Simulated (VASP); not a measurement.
# HgPt (P4/mmm) in VASP: a series of runs

HgPt is run at these levels: LDA; tasks: electric field gradients.

All numbers are computed with VASP 6.6.1; they aren't measurements. Logs are shortened: lines on timing, memory, paths and dates and some standing lists are left out, and cuts for length are marked.

### Step 1. The cell of the first run

Symmetry: P4/mmm, No. 123, tetragonal system. Conventional cell: a = 2.931 Å, b = 2.931 Å, c = 3.773 Å, α = 90.00°, β = 90.00°, γ = 90.00°. Within 3.8 Å of Hg (site symmetry 4/mmm) lie 8 Pt at 2.80 Å and 6 Hg at 2.93 to 3.77 Å. Pt (site symmetry 4/mmm) has 8 Hg at 2.80 Å and 6 Pt at 2.93 to 3.77 Å within 3.8 Å.

### Step 2. Electric field gradients, LDA (16.21 Å³/atom)

INCAR

```
PREC = Accurate ; ENCUT = 520
EDIFF = 1E-8 ; ISMEAR = -1
SIGMA = 0.03 ; LREAL = F
LASPH = T ; NELM = 60
ALGO = Normal ; ISIF = 2
LWAVE = F ; LCHARG = F
LEFG = T ; NBANDS = 18
```

KPOINTS

```
regular mesh
0
Gamma
  12 12 10
```

POSCAR

```
HgPt
1.0
    2.9308464291      0.0000000000      0.0000000000
    0.0000000000      2.9308464291      0.0000000000
    0.0000000000      0.0000000000      3.7733044737
Hg Pt
1 1
Direct
    0.0000000000      0.0000000000      0.0000000000
    0.5000000000      0.5000000000      0.5000000000
```

Potentials or basis: VASP PAW LDA potentials, release 64 (Hg, Pt).

Command:

```bash
> cat potpaw_LDA.64/Hg/POTCAR potpaw_LDA.64/Pt/POTCAR > POTCAR
> mpirun -np 1 vasp_std > vasp.out
```

OUTCAR:

```text
PREC = Accurate
   ENCUT = 520
   EDIFF = 1E-8
   ISMEAR = -1
   LREAL = F
   LASPH = T
   NELM = 60
   ISIF = 2

 ion  position               nearest neighbor table
   1  0.000  0.000  0.000-   2 2.80   2 2.80   2 2.80   2 2.80   2 2.80   2 2.80   2 2.80   2 2.80

   2  0.500  0.500  0.500-   1 2.80   1 2.80   1 2.80   1 2.80   1 2.80   1 2.80   1 2.80   1 2.80

  LATTYP: Found a simple tetragonal cell.
 ALAT       =     2.9308464291
 C/A-ratio  =     1.2874453046

  Lattice vectors:

 A1 = (   2.9308464291,   0.0000000000,   0.0000000000)
 A2 = (   0.0000000000,   2.9308464291,   0.0000000000)
 A3 = (   0.0000000000,   0.0000000000,   3.7733044737)

Analysis of symmetry for initial positions (statically):
=====================================================================
 Subroutine PRICEL returns:
 Original cell was already a primitive cell.

 Routine SETGRP: Setting up the symmetry group for a
 simple tetragonal supercell.

 Subroutine GETGRP returns: Found 16 space group operations
 (whereof 16 operations were pure point group operations)
 out of a pool of 16 trial point group operations.

The static configuration has the point symmetry D_4h.

Analysis of symmetry for dynamics (positions and initial velocities):
=====================================================================
 Subroutine PRICEL returns:
 Original cell was already a primitive cell.

 Routine SETGRP: Setting up the symmetry group for a
 simple tetragonal supercell.

 Subroutine GETGRP returns: Found 16 space group operations
 (whereof 16 operations were pure point group operations)
 out of a pool of 16 trial point group operations.

The dynamic configuration has the point symmetry D_4h.

 Subroutine INISYM returns: Found 16 space group operations
 (whereof 16 operations are pure point group operations),
 and found     1 'primitive' translations

----------------------------------------------------------------------------------------

                                     Primitive cell

  volume of cell :      32.4122

  direct lattice vectors                    reciprocal lattice vectors
     2.930846429  0.000000000  0.000000000     0.341198362  0.000000000  0.000000000
     0.000000000  2.930846429  0.000000000     0.000000000  0.341198362  0.000000000
     0.000000000  0.000000000  3.773304474     0.000000000  0.000000000  0.265019695

  length of vectors
     2.930846429  2.930846429  3.773304474     0.341198362  0.341198362  0.265019695

  position of ions in fractional coordinates (direct lattice)
     0.000000000  0.000000000  0.000000000
     0.500000000  0.500000000  0.500000000

  ion indices of the primitive-cell ions
   primitive index   ion index
                 1           1
                 2           2

----------------------------------------------------------------------------------------

 KPOINTS: regular mesh

Automatic generation of k-mesh.
 Grid dimensions read from file:
 generate k-points for:   12   12   10

 Generating k-lattice:

  Cartesian coordinates                     Fractional coordinates (reciprocal lattice)
     0.028433197  0.000000000  0.000000000     0.083333333  0.000000000  0.000000000
     0.000000000  0.028433197  0.000000000     0.000000000  0.083333333  0.000000000
     0.000000000  0.000000000  0.026501969     0.000000000  0.000000000  0.100000000

  Length of vectors
     0.028433197  0.028433197  0.026501969

  Shift w.r.t. Gamma in fractional coordinates (k-lattice)
     0.000000000  0.000000000  0.000000000

 Subroutine IBZKPT returns following result:
 ===========================================

 Found    168 irreducible k-points:

 Following reciprocal coordinates:
            Coordinates               Weight
  0.000000  0.000000  0.000000      1.000000
  0.083333  0.000000  0.000000      4.000000
  0.166667  0.000000  0.000000      4.000000
  0.250000  0.000000  0.000000      4.000000
  0.333333  0.000000  0.000000      4.000000
  0.416667  0.000000  0.000000      4.000000
[... 16 lines left out ...]
  0.333333  0.333333  0.000000      4.000000
  0.416667  0.333333  0.000000      8.000000
 [... further k-points ...]
   k-points           NKPTS =    168   k-points in BZ     NKDIM =    168   number of bands    NBANDS=     18
   number of dos      NEDOS =    301   number of ions     NIONS =      2
   total plane-waves  NPLWV =  16128
   dimension x,y,z NGX =    24 NGY =   24 NGZ =   28
   dimension x,y,z NGXF=    48 NGYF=   48 NGZF=   56
   ions per type =               1   1
   NGX,Y,Z   is equivalent  to a cutoff of  13.61, 13.61, 12.34 a.u.
   NGXF,Y,Z  is equivalent  to a cutoff of  27.23, 27.23, 24.67 a.u.
 SYSTEM =  unknown system
   PREC   = accura    normal or accurate (medium, high low for compatibility)
   ISTART =      0    job   : 0-new  1-cont  2-samecut
   ICHARG =      2    charge: 1-file 2-atom 10-const
   ISPIN  =      1    spin polarized calculation?
   LNONCOLLINEAR =      F non collinear calculations
   LSORBIT =      F    spin-orbit coupling
   LASPH  =      T    aspherical Exc in radial PAW
   ENCUT  =  520.0 eV  38.22 Ry    6.18 a.u.   5.45  5.45  7.02*2*pi/ulx,y,z
   NELM   =     60;   NELMIN=  2; NELMDL= -5     # of ELM steps
   EDIFF  = 0.1E-07   stopping-criterion for ELM
   LREAL  =      F    real-space projection
   EDIFFG = 0.1E-06   stopping-criterion for IOM
   NSW    =      0    number of steps for IOM
   IBRION =     -1    ionic relax: 0-MD 1-quasi-New 2-CG
   NFREE  =      0    steps in history (QN), initial steepest desc. (CG)
   ISIF   =      2    stress and relaxation
   ISYM   =      2    0-nonsym 1-usesym 2-fastsym
   POTIM  = 0.5000    time-step for ionic-motion
   TEBEG  =    0.0;   TEEND  =   0.0 temperature during run
   PSTRESS=    0.0 pullay stress
   NELECT =      22.0000    total number of electrons
   NUPDOWN=      -1.0000    fix difference up-down
   EMIN   =  10.00;   EMAX   =-10.00  energy-range for DOS
   EFERMI =   0.00;   METHOD = LEGACY
   ISMEAR =    -1;   SIGMA  =   0.03  broadening in eV -4-tet -1-fermi 0-gaus
   EFERMI_NEDOS =   21; number of points for ismear=-14 and -15
   IALGO  =     38    algorithm
   IMIX   =      4    mixing-type and parameters
     AMIX     =   0.40;   BMIX     =  1.00
     AMIX_MAG =   1.60;   BMIX_MAG =  1.00
  volume/ion in A,a.u.               =      16.21       109.36
  Fermi-wavevector in a.u.,A,eV,Ry     =   1.438731  2.718808 28.163354  2.069948
  Thomas-Fermi vector in A             =   2.557666
   LORBIT       =      0    0 simple, 1 ext, 2 COOP (PROOUT), +10 PAW based schemes
   GGA     = CA    functional components
   LHFCALC =     F    Hartree Fock is set to
   AEXX    =    0.0000 exact exchange contribution
   IVDW    =     0    specifies the selected vdW correction
   LEPSILON=     F    determine dielectric tensor
   LRPA    =     F    only Hartree local field effects (RPA)
 non-spin polarized calculation
  energy-cutoff  :      520.00
  volume of cell :       32.41
 maximum number of plane-waves:       894
 NGX is ok and might be reduce to    24
   NGX = 11   NGY = 11   NGZ = 15

 number of electron      21.9999997 magnetization

 Free energy of the ion-electron system (eV)
  ---------------------------------------------------
  ext. energy  EPLUGINS =         0.00000000
  ---------------------------------------------------
  free energy    TOTEN  =        -8.49191245 eV

  energy without entropy =       -8.49019389  energy(sigma->0) =       -8.49105317

 E-fermi :   7.9451     XC(G=0): -13.2694

 val. band max:        7.9400722151   @ k =   0.5000   0.5000   0.5000
 cond. band min:       8.0004615921   @ k =   0.3333   0.0833   0.4000
 fundamental gap:      0.0603893770
 Fermi energy:         7.9450595032

 k-point     1 :       0.0000    0.0000    0.0000
  band No.  band energies     occupation
      1      -3.1833      2.00000
      2      -1.2000      2.00000
      3      -1.0193      2.00000
      4       0.6565      2.00000
      5       0.6565      2.00000
      6       1.3863      2.00000
[... 10 lines left out ...]
     17      24.2749      0.00000
     18      26.0902      0.00000

 k-point     2 :       0.0833    0.0000    0.0000
  band No.  band energies     occupation
      1      -3.0235      2.00000
      2      -1.1281      2.00000
      3      -0.9383      2.00000
      4       0.5994      2.00000
      5       0.6855      2.00000
      6       1.3328      2.00000
[... 10 lines left out ...]
     17      24.6326      0.00000
     18      25.4769      0.00000
[... 442 lines left out ...]
 k-point    24 :       0.4167    0.3333    0.0000
  band No.  band energies     occupation
      1      -1.1121      2.00000
      2      -0.5723      2.00000
      3      -0.3816      2.00000
      4      -0.2993      2.00000
      5       1.3432      2.00000
      6       3.2904      2.00000
[... 10 lines left out ...]
     17      19.6148      0.00000
     18      19.9898      0.00000

 [... further k-points ...]
[... 5 lines left out ...]
  --------------------------------------------------------------------------------------
  -------------------------------------------------------------------------------------
  Total        1.8248394      1.8248394      2.0464649      0.0000000      0.0000000      0.0000000
  in kB       90.2043045     90.2043045    101.1595527      0.0000000      0.0000000      0.0000000
  external PRESSURE =      93.8560539 kB  Pullay stress =       0.0000000 kB

 VOLUME and BASIS-vectors are now :
 -----------------------------------------------------------------------------
  energy-cutoff  :      520.00
  volume of cell :       32.41
      direct lattice vectors                 reciprocal lattice vectors
     2.930846429  0.000000000  0.000000000     0.341198362  0.000000000  0.000000000
     0.000000000  2.930846429  0.000000000     0.000000000  0.341198362  0.000000000
     0.000000000  0.000000000  3.773304474     0.000000000  0.000000000  0.265019695

 POSITION                                       TOTAL-FORCE (eV/Angst)
 -----------------------------------------------------------------------------------
      0.00000      0.00000      0.00000         0.000000      0.000000      0.000000
      1.46542      1.46542      1.88665         0.000000      0.000000      0.000000
 -----------------------------------------------------------------------------------
    total drift:                                0.000000      0.000000     -0.000000

  FREE ENERGIE OF THE ION-ELECTRON SYSTEM (eV)
  ---------------------------------------------------
  free  energy   TOTEN  =        -8.4919124479 eV

  energy  without entropy=       -8.4901938920  energy(sigma->0) =       -8.49105317

 Electric field gradients (V/A^2)
---------------------------------------------------------------------
 ion       V_xx      V_yy      V_zz      V_xy      V_xz      V_yz
---------------------------------------------------------------------
   1      54.739    54.739  -109.479     0.000    -0.000     0.000
   2     -50.649   -50.649   101.298    -0.000     0.000     0.000
---------------------------------------------------------------------

 Electric field gradients after diagonalization (V/A^2)
 (convention: |V_zz| > |V_xx| > |V_yy|)
----------------------------------------------------------------------
 ion       V_xx      V_yy      V_zz     asymmetry (V_yy - V_xx)/ V_zz
----------------------------------------------------------------------
   1      54.739    54.739  -109.479       0.000
   2     -50.649   -50.649   101.298       0.000
----------------------------------------------------------------------

           NMR quadrupolar parameters

 Cq : quadrupolar parameter    Cq=e*Q*V_zz/h
 eta: asymmetry parameters     (V_yy - V_xx)/ V_zz
 Q  : nuclear electric quadrupole moment in mb (millibarn)
----------------------------------------------------------------------
 ion       Cq(MHz)       eta       Q (mb)
----------------------------------------------------------------------
   1      -0.265       0.000       1.000
   2       0.245       0.000       1.000
----------------------------------------------------------------------
```

Wall time 1.7 min (1 thread of Oxide Virtual Turin-like, shared host); peak memory 0.18 GiB.

Results:

* Free energy: -8.4919 eV
* Pressure: 9.4 GPa
* Band gap on the k mesh: zero (bands 11 and 12 overlap by 3.99 eV)
* Largest electric field gradient by atom: Hg -109.5; Pt +101.3 V/Å²

Electric field gradients, principal values (V/Å²):
```csv
atom,least,middle,greatest (by size)
1 Hg,54.739,54.739,-109.479
2 Pt,-50.649,-50.649,101.298
```

Caveat: the cell stands under pressure; without QUAD_EFG the Cq values of the log hold for a quadrupole moment of 1 mb, not for the nuclei; spin-orbit coupling is left out, which moves the levels of the heavy elements.

### Step 3. Electric field gradients, LDA (16.54 Å³/atom)

This run uses another cell than the first one, of 16.54 Å³/atom.

INCAR

```
SYSTEM = HgPt
ALGO = Normal
EDIFF = 1E-8
ENCUT = 520
ISIF = 2
ISMEAR = -1
LASPH = .TRUE.
LCHARG = .FALSE.
LEFG = .TRUE.
LREAL = .FALSE.
LWAVE = .FALSE.
NBANDS = 18
NELM = 100
PREC = Accurate
SIGMA = 0.03
```

KPOINTS

```
k-points
0
G
  12 12 10
  0 0 0
```

POSCAR

```
HgPt
1.0
    2.9510598019      0.0000000000      0.0000000000
    0.0000000000      2.9510598019      0.0000000000
    0.0000000000      0.0000000000      3.7993280856
Hg Pt
1 1
Direct
    0.0000000000      0.0000000000      0.0000000000
    0.5000000000      0.5000000000      0.5000000000
```

Potentials or basis: VASP PAW LDA potentials, release 64 (Hg, Pt).

Command:

```bash
> cat potpaw_LDA.64/Hg/POTCAR potpaw_LDA.64/Pt/POTCAR > POTCAR
> mpirun -np 1 vasp_std > vasp.out
```

OUTCAR:

```text
SYSTEM = HgPt
   EDIFF = 1E-8
   ENCUT = 520
   ISIF = 2
   ISMEAR = -1
   LASPH = .TRUE.
   LREAL = .FALSE.
   NELM = 100
   PREC = Accurate

 ion  position               nearest neighbor table
   1  0.000  0.000  0.000-   2 2.82   2 2.82   2 2.82   2 2.82   2 2.82   2 2.82   2 2.82   2 2.82

   2  0.500  0.500  0.500-   1 2.82   1 2.82   1 2.82   1 2.82   1 2.82   1 2.82   1 2.82   1 2.82

  LATTYP: Found a simple tetragonal cell.
 ALAT       =     2.9510598019
 C/A-ratio  =     1.2874453046

  Lattice vectors:

 A1 = (   2.9510598019,   0.0000000000,   0.0000000000)
 A2 = (   0.0000000000,   2.9510598019,   0.0000000000)
 A3 = (   0.0000000000,   0.0000000000,   3.7993280856)

Analysis of symmetry for initial positions (statically):
=====================================================================
 Subroutine PRICEL returns:
 Original cell was already a primitive cell.

 Routine SETGRP: Setting up the symmetry group for a
 simple tetragonal supercell.

 Subroutine GETGRP returns: Found 16 space group operations
 (whereof 16 operations were pure point group operations)
 out of a pool of 16 trial point group operations.

The static configuration has the point symmetry D_4h.

Analysis of symmetry for dynamics (positions and initial velocities):
=====================================================================
 Subroutine PRICEL returns:
 Original cell was already a primitive cell.

 Routine SETGRP: Setting up the symmetry group for a
 simple tetragonal supercell.

 Subroutine GETGRP returns: Found 16 space group operations
 (whereof 16 operations were pure point group operations)
 out of a pool of 16 trial point group operations.

The dynamic configuration has the point symmetry D_4h.
[... 150 lines left out ...]
 cond. band min:       7.6839111308   @ k =   0.3333   0.0833   0.4000
 fundamental gap:      0.0671072135
 Fermi energy:         7.6277297062

 k-point     1 :       0.0000    0.0000    0.0000
  band No.  band energies     occupation
      1      -3.2670      2.00000
      2      -1.3418      2.00000
      3      -1.1533      2.00000
      4       0.4451      2.00000
      5       0.4451      2.00000
      6       1.1362      2.00000
[... 481 lines left out ...]
      5       1.1033      2.00000
      6       3.0482      2.00000
[... 10 lines left out ...]
     17      19.1970      0.00000
     18      19.5362      0.00000

 [... further k-points ...]
[... 5 lines left out ...]
  --------------------------------------------------------------------------------------
  -------------------------------------------------------------------------------------
  Total        0.8832877      0.8832877      1.0752696      0.0000000      0.0000000      0.0000000
  in kB       42.7710538     42.7710538     52.0673078      0.0000000      0.0000000      0.0000000
  external PRESSURE =      45.8698051 kB  Pullay stress =       0.0000000 kB

 VOLUME and BASIS-vectors are now :
 -----------------------------------------------------------------------------
  energy-cutoff  :      520.00
  volume of cell :       33.09
      direct lattice vectors                 reciprocal lattice vectors
     2.951059802  0.000000000  0.000000000     0.338861313  0.000000000  0.000000000
     0.000000000  2.951059802  0.000000000     0.000000000  0.338861313  0.000000000
     0.000000000  0.000000000  3.799328086     0.000000000  0.000000000  0.263204434

 POSITION                                       TOTAL-FORCE (eV/Angst)
 -----------------------------------------------------------------------------------
      0.00000      0.00000      0.00000         0.000000      0.000000      0.000000
      1.47553      1.47553      1.89966         0.000000      0.000000      0.000000
 -----------------------------------------------------------------------------------
    total drift:                                0.000000      0.000000     -0.000000

  FREE ENERGIE OF THE ION-ELECTRON SYSTEM (eV)
  ---------------------------------------------------
  free  energy   TOTEN  =        -8.5217389243 eV

  energy  without entropy=       -8.5199611818  energy(sigma->0) =       -8.52085005

 Electric field gradients (V/A^2)
---------------------------------------------------------------------
 ion       V_xx      V_yy      V_zz      V_xy      V_xz      V_yz
---------------------------------------------------------------------
   1      53.292    53.292  -106.583     0.000     0.000     0.000
   2     -49.712   -49.712    99.425     0.000    -0.000     0.000
---------------------------------------------------------------------

 Electric field gradients after diagonalization (V/A^2)
 (convention: |V_zz| > |V_xx| > |V_yy|)
----------------------------------------------------------------------
 ion       V_xx      V_yy      V_zz     asymmetry (V_yy - V_xx)/ V_zz
----------------------------------------------------------------------
   1      53.292    53.292  -106.583       0.000
   2     -49.712   -49.712    99.425       0.000
----------------------------------------------------------------------

           NMR quadrupolar parameters

 Cq : quadrupolar parameter    Cq=e*Q*V_zz/h
 eta: asymmetry parameters     (V_yy - V_xx)/ V_zz
 Q  : nuclear electric quadrupole moment in mb (millibarn)
----------------------------------------------------------------------
 ion       Cq(MHz)       eta       Q (mb)
----------------------------------------------------------------------
   1      -0.258       0.000       1.000
   2       0.240       0.000       1.000
----------------------------------------------------------------------
```

It took 54 s on 1 thread of Oxide Virtual Turin-like, shared host; peak memory 0.18 GiB.

What came out:

```yaml
Free_energy: -8.5217 eV
Pressure: 4.6 GPa
Band_gap_on_the_k_mesh: zero (bands 11 and 12 overlap by 3.87 eV)
Largest_electric_field_gradient_by_atom: Hg -106.6; Pt +99.4 V/Å²
```

Stress tensor (GPa, compression positive):
```
4.28 0.00 0.00
0.00 4.28 0.00
0.00 0.00 5.21
```

Levels at points of the mesh, in eV from the Fermi level:
```tsv
k point	band 8	band 9	band 10	band 11	band 12	band 13	band 14	band 15
(0.00, 0.00, 0.00)	-3.07	-1.18	-1.18	-0.91	1.53	6.98	8.43	8.43
(0.50, 0.00, 0.00)	-4.01	-3.54	-2.48	-1.78	0.83	8.96	10.07	10.44
(0.50, 0.50, 0.00)	-1.52	-1.47	-0.25	-0.25	-0.02	4.24	5.46	9.44
(0.00, 0.00, 0.50)	-4.58	-2.42	-2.32	-2.32	-1.09	13.85	13.85	14.35
(0.50, 0.00, 0.50)	-2.01	-1.56	-1.32	-1.18	-1.06	2.80	3.27	13.45
(0.50, 0.50, 0.50)	-4.64	-1.71	-0.01	1.74	5.24	6.09	6.09	6.18
```

Electric field gradients, principal values (V/Å²):
| atom | least | middle | greatest (by size) |
| --- | --- | --- | --- |
| 1 Hg | 53.292 | 53.292 | -106.583 |
| 2 Pt | -49.712 | -49.712 | 99.425 |

Caveat: the cell stands under pressure; without QUAD_EFG the Cq values of the log hold for a quadrupole moment of 1 mb, not for the nuclei; spin-orbit coupling is left out, which moves the levels of the heavy elements.

[end of part 1 of 2]

The gap in the log of VASP goes by the Fermi energy; the results here count the filled bands.